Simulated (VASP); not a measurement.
SnO2:

```
Sn O
1.0
     5.17526    0.00000    0.00000
     0.00000    5.17526    0.00000
     0.00000    0.00000    5.17526
Sn O
4 8
Direct
  0.00000 0.00000 0.00000
  0.50000 0.00000 0.50000
  0.50000 0.50000 0.00000
  0.00000 0.50000 0.50000
  0.66110 0.83890 0.16110
  0.83890 0.16110 0.66110
  0.16110 0.66110 0.83890
  0.33890 0.33890 0.33890
  0.66110 0.66110 0.66110
  0.83890 0.33890 0.16110
  0.16110 0.83890 0.33890
  0.33890 0.16110 0.83890
```

* Program: VASP 6.6.1
* Task: relaxation of cell and atoms
* Functional: RPBE
* Potentials or basis: VASP PAW PBE potentials, release 64 (Sn_d, O)
* Cutoff: 600 eV
* k mesh: 5 × 5 × 5
* Occupations: fermi-dirac, width 0.05 eV
* Spin: no spin polarisation

At the start: pressure 4.0 GPa; volume 11.55 Å³/atom.

Where does the relaxation end?

Over 3 steps the energy falls by 3.1 meV/atom and the volume is 11.80 Å³/atom (+2.2 %); space group Pa-3 (No. 205, to 0.1 Å) before and after.

Step by step:
| step | energy change (eV) | largest force (eV/Å) | pressure (GPa) | volume (Å³) |
| --- | --- | --- | --- | --- |
| 1 | 0.0000 | 0.0165 | 4.03 | 138.61 |
| 2 | -0.0056 | 0.0208 | -3.38 | 144.51 |
| 3 | -0.0368 | 0.0033 | 0.00 | 141.63 |

Final structure:
```cif
data_structure
_symmetry_space_group_name_H-M 'P 1'
_symmetry_Int_Tables_number 1
_cell_length_a 5.2125
_cell_length_b 5.2125
_cell_length_c 5.2125
_cell_angle_alpha 90.000
_cell_angle_beta 90.000
_cell_angle_gamma 90.000
_cell_volume 141.63
loop_
_atom_site_label
_atom_site_type_symbol
_atom_site_fract_x
_atom_site_fract_y
_atom_site_fract_z
_atom_site_occupancy
Sn1 Sn 0.00000 0.00000 0.00000 1
Sn2 Sn 0.50000 0.00000 0.50000 1
Sn3 Sn 0.50000 0.50000 0.00000 1
Sn4 Sn 0.00000 0.50000 0.50000 1
O1 O 0.66105 0.83895 0.16105 1
O2 O 0.83895 0.16105 0.66105 1
O3 O 0.16105 0.66105 0.83895 1
O4 O 0.33895 0.33895 0.33895 1
O5 O 0.66105 0.66105 0.66105 1
O6 O 0.83895 0.33895 0.16105 1
O7 O 0.16105 0.83895 0.33895 1
O8 O 0.33895 0.16105 0.83895 1
```

Caveat: the PAW data sets were made with another functional, which shifts forces and pressure a little.
